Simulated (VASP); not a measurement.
# Nb (Fm-3m) in VASP: a series of runs

Runs on Nb. Level: PBE. Tasks: single point.

Everything below comes from runs of VASP 6.6.1. Logs are shortened: lines on timing, memory, paths and dates and some standing lists are left out, and cuts for length are marked.

### 1 The cell of the first run

It takes space group Fm-3m (No. 225, cubic). Conventional cell: a = 3.555 Å, b = 3.555 Å, c = 3.555 Å, α = 90.00°, β = 90.00°, γ = 90.00°. Nb (site symmetry m-3m) has 12 Nb at 2.51 Å within 3.3 Å.

### 2 Single point, PBE

File INCAR:

```
SYSTEM = Nb
PREC = Accurate ; ENCUT = 520
EDIFF = 1E-6 ; ISMEAR = -1
SIGMA = 0.1 ; LREAL = .False.
LASPH = .True. ; NELM = 100
ALGO = Normal ; ISIF = 2
LWAVE = .False. ; LCHARG = .False.
GGA = PE ; NBANDS = 12
```

File KPOINTS:

```
regular mesh
0
Gamma
  19 19 19
  0 0 0
```

File POSCAR:

```
Nb
1.0
    0.0000000000      1.7774038603      1.7774038603
    1.7774038603      0.0000000000      1.7774038603
    1.7774038603      1.7774038603      0.0000000000
Nb
1
Direct
    0.0000000000      0.0000000000      0.0000000000
```

Potentials or basis: VASP PAW PBE potentials, release 64 (Nb_sv).

On the command line:

```
$ cat potpaw_PBE.64/Nb_sv/POTCAR > POTCAR
$ mpirun -np 1 vasp_std > vasp.out
```

OUTCAR:

```text
SYSTEM = Nb
   PREC = Accurate
   ENCUT = 520
   EDIFF = 1E-6
   ISMEAR = -1
   LREAL = .False.
   LASPH = .True.
   NELM = 100
   ISIF = 2
   GGA = PE

 ion  position               nearest neighbor table
   1  0.000  0.000  0.000-

  LATTYP: Found a face centered cubic cell.
 ALAT       =     3.5548077206

  Lattice vectors:

 A1 = (   0.0000000000,   1.7774038603,   1.7774038603)
 A2 = (   1.7774038603,   0.0000000000,   1.7774038603)
 A3 = (   1.7774038603,   1.7774038603,   0.0000000000)

Analysis of symmetry for initial positions (statically):
=====================================================================
 Subroutine PRICEL returns:
 Original cell was already a primitive cell.

 Routine SETGRP: Setting up the symmetry group for a
 face centered cubic supercell.

 Subroutine GETGRP returns: Found 48 space group operations
[... 9 lines left out ...]

 Routine SETGRP: Setting up the symmetry group for a
 face centered cubic supercell.

 Subroutine GETGRP returns: Found 48 space group operations
[... 11 lines left out ...]
                                     Primitive cell

  volume of cell :      11.2302

  direct lattice vectors                    reciprocal lattice vectors
     0.000000000  1.777403860  1.777403860    -0.281309167  0.281309167  0.281309167
     1.777403860  0.000000000  1.777403860     0.281309167 -0.281309167  0.281309167
     1.777403860  1.777403860  0.000000000     0.281309167  0.281309167 -0.281309167

  length of vectors
     2.513628645  2.513628645  2.513628645     0.487241770  0.487241770  0.487241770

  position of ions in fractional coordinates (direct lattice)
     0.000000000  0.000000000  0.000000000

  ion indices of the primitive-cell ions
   primitive index   ion index
                 1           1

----------------------------------------------------------------------------------------

 KPOINTS: regular mesh

Automatic generation of k-mesh.
 Grid dimensions read from file:
 generate k-points for:   19   19   19

 Generating k-lattice:

  Cartesian coordinates                     Fractional coordinates (reciprocal lattice)
    -0.014805746  0.014805746  0.014805746     0.052631579  0.000000000  0.000000000
     0.014805746 -0.014805746  0.014805746     0.000000000  0.052631579  0.000000000
     0.014805746  0.014805746 -0.014805746     0.000000000  0.000000000  0.052631579

  Length of vectors
     0.025644304  0.025644304  0.025644304
[... 51 lines left out ...]
   LASPH  =      T    aspherical Exc in radial PAW
   ENCUT  =  520.0 eV  38.22 Ry    6.18 a.u.   4.67  4.67  4.67*2*pi/ulx,y,z
   NELM   =    100;   NELMIN=  2; NELMDL= -5     # of ELM steps
   EDIFF  = 0.1E-05   stopping-criterion for ELM
   LREAL  =      F    real-space projection
   EDIFFG = 0.1E-04   stopping-criterion for IOM
   NSW    =      0    number of steps for IOM
   IBRION =     -1    ionic relax: 0-MD 1-quasi-New 2-CG
   NFREE  =      0    steps in history (QN), initial steepest desc. (CG)
   ISIF   =      2    stress and relaxation
   ISYM   =      2    0-nonsym 1-usesym 2-fastsym
   POTIM  = 0.5000    time-step for ionic-motion
   TEBEG  =    0.0;   TEEND  =   0.0 temperature during run
   PSTRESS=    0.0 pullay stress
   NELECT =      13.0000    total number of electrons
   NUPDOWN=      -1.0000    fix difference up-down
   EMIN   =  10.00;   EMAX   =-10.00  energy-range for DOS
   EFERMI =   0.00;   METHOD = LEGACY
   ISMEAR =    -1;   SIGMA  =   0.10  broadening in eV -4-tet -1-fermi 0-gaus
   EFERMI_NEDOS =   21; number of points for ismear=-14 and -15
   IALGO  =     38    algorithm
   IMIX   =      4    mixing-type and parameters
     AMIX     =   0.40;   BMIX     =  1.00
     AMIX_MAG =   1.60;   BMIX_MAG =  1.00
  volume/ion in A,a.u.               =      11.23        75.79
  Fermi-wavevector in a.u.,A,eV,Ry     =   1.718936  3.248319 40.201714  2.954743
  Thomas-Fermi vector in A             =   2.795657
   LORBIT       =      0    0 simple, 1 ext, 2 COOP (PROOUT), +10 PAW based schemes
   GGA     = PE    functional components
   LHFCALC =     F    Hartree Fock is set to
   AEXX    =    0.0000 exact exchange contribution
   IVDW    =     0    specifies the selected vdW correction
   LEPSILON=     F    determine dielectric tensor
   LRPA    =     F    only Hartree local field effects (RPA)
 non-spin polarized calculation
  energy-cutoff  :      520.00
  volume of cell :       11.23
 maximum number of plane-waves:       315
   NGX =  9   NGY =  9   NGZ =  9

 number of electron      13.0000000 magnetization

 Free energy of the ion-electron system (eV)
  ---------------------------------------------------
  ext. energy  EPLUGINS =         0.00000000
  ---------------------------------------------------
  free energy    TOTEN  =        -6.68777264 eV

  energy without entropy =       -6.65155273  energy(sigma->0) =       -6.66966269

 E-fermi :  19.8361     XC(G=0): -15.1533

 val. band max:       19.8193608490   @ k =   0.1579   0.1053   0.0526
 cond. band min:      19.8365384597   @ k =  -0.3158   0.1579   0.0526
 fundamental gap:      0.0171776107
 Fermi energy:        19.8360880998

 k-point     1 :       0.0000    0.0000    0.0000
  band No.  band energies     occupation
      1     -35.6205      2.00000
      2      -8.6351      2.00000
      3      -8.6351      2.00000
      4      -8.6351      2.00000
      5      13.6273      2.00000
      6      19.0676      1.99908
      7      19.0676      1.99908
      8      19.0676      1.99908
      9      24.1527      0.00000
     10      24.1527      0.00000
     11      31.5824      0.00000
     12      39.0405      0.00000
[... 331 lines left out ...]
 k-point    24 :      -0.2632    0.0526    0.0000
  band No.  band energies     occupation
      1     -34.8575      2.00000
      2     -11.8442      2.00000
      3      -9.2007      2.00000
      4      -8.9563      2.00000
      5      14.9229      2.00000
      6      19.4271      1.96708
      7      19.6193      1.79473
      8      20.1922      0.05522
      9      23.7111      0.00000
     10      25.6133      0.00000
     11      32.9687      0.00000
     12      41.1314      0.00000

 [... further k-points ...]
[... 5 lines left out ...]
  --------------------------------------------------------------------------------------
  -------------------------------------------------------------------------------------
  Total       14.0568170     14.0568170     14.0568170     -0.0000000     -0.0000000      0.0000000
  in kB     2005.4379105   2005.4379105   2005.4379105     -0.0000000     -0.0000000      0.0000000
  external PRESSURE =    2005.4379105 kB  Pullay stress =       0.0000000 kB

 VOLUME and BASIS-vectors are now :
 -----------------------------------------------------------------------------
  energy-cutoff  :      520.00
  volume of cell :       11.23
      direct lattice vectors                 reciprocal lattice vectors
     0.000000000  1.777403860  1.777403860    -0.281309167  0.281309167  0.281309167
     1.777403860  0.000000000  1.777403860     0.281309167 -0.281309167  0.281309167
     1.777403860  1.777403860  0.000000000     0.281309167  0.281309167 -0.281309167

 POSITION                                       TOTAL-FORCE (eV/Angst)
 -----------------------------------------------------------------------------------
      0.00000      0.00000      0.00000        -0.000000      0.000000     -0.000000
 -----------------------------------------------------------------------------------
    total drift:                                0.000000      0.000000      0.000000

  FREE ENERGIE OF THE ION-ELECTRON SYSTEM (eV)
  ---------------------------------------------------
  free  energy   TOTEN  =        -6.6877726431 eV

  energy  without entropy=       -6.6515527285  energy(sigma->0) =       -6.66966269
```

OSZICAR:

```text
N       E                     dE             d eps       ncg     rms          rms(c)
DAV:   1     0.131536380552E+03    0.13154E+03   -0.76037E+03  5320   0.116E+03
DAV:   2    -0.223170623386E+01   -0.13377E+03   -0.12812E+03  5484   0.420E+02
DAV:   3    -0.649674330499E+01   -0.42650E+01   -0.40408E+01  7440   0.691E+01
DAV:   4    -0.671367995010E+01   -0.21694E+00   -0.21533E+00  7076   0.134E+01
DAV:   5    -0.672378418159E+01   -0.10104E-01   -0.10102E-01  7728   0.242E+00    0.156E+01
DAV:   6    -0.664193208484E+01    0.81852E-01   -0.26749E-01  8208   0.700E+00    0.714E+00
DAV:   7    -0.667366154373E+01   -0.31729E-01   -0.14411E-01  8592   0.507E+00    0.128E+00
DAV:   8    -0.668768376610E+01   -0.14022E-01   -0.26846E-02  5792   0.220E+00    0.253E-01
DAV:   9    -0.668778144449E+01   -0.97678E-04   -0.21742E-03  6908   0.385E-01    0.132E-01
DAV:  10    -0.668776564172E+01    0.15803E-04   -0.22276E-04  6208   0.234E-01    0.645E-02
DAV:  11    -0.668777294740E+01   -0.73057E-05   -0.50215E-05  6400   0.899E-02    0.108E-02
DAV:  12    -0.668777264312E+01    0.30428E-06   -0.13428E-06  5536   0.162E-02
   1 F= -.66877726E+01 E0= -.66696627E+01  d E =-.362199E-01
```

Run time: 17 s. Hardware: 1 thread of Intel Xeon 6975P-C, shared host; peak memory 0.15 GiB.

Results:

```yaml
Free_energy: -6.6878 eV
Pressure: 200.5 GPa
```

### 3 Single point, PBE

File INCAR:

```
SYSTEM = Nb
PREC = Accurate
ENCUT = 520
EDIFF = 1E-7
ISMEAR = -1
SIGMA = 0.1
LREAL = .False.
LASPH = .True.
NELM = 80
ALGO = Normal
ISIF = 2
LWAVE = .False.
LCHARG = .False.
GGA = PE
NBANDS = 12
```

File KPOINTS:

```
Automatic mesh
0
Gamma
  19 19 19
  0 0 0
```

File POSCAR:

```
Nb
1.0
    0.0000000000      1.7775794373      1.7775794373
    1.7775794373      0.0000000000      1.7775794373
    1.7775794373      1.7775794373      0.0000000000
Nb
1
Direct
    0.0000000000      0.0000000000      0.0000000000
```

Potentials or basis: VASP PAW PBE potentials, release 64 (Nb_sv).

On the command line:

```
$ cat potpaw_PBE.64/Nb_sv/POTCAR > POTCAR
$ mpirun -np 1 vasp_std > vasp.out
```

Wall time 21 s (1 thread of Intel Xeon 6975P-C, shared host); peak memory 0.15 GiB.

The run converged. Its results:

* Free energy: -6.6919 eV
* Pressure: 200.3 GPa

Levels at points of the mesh, in eV from the Fermi level:
| k point | band 3 | band 4 | band 5 | band 6 | band 7 | band 8 | band 9 | band 10 |
| --- | --- | --- | --- | --- | --- | --- | --- | --- |
| (0.00, 0.00, 0.00) | -28.47 | -28.47 | -6.21 | -0.77 | -0.77 | -0.77 | 4.32 | 4.32 |
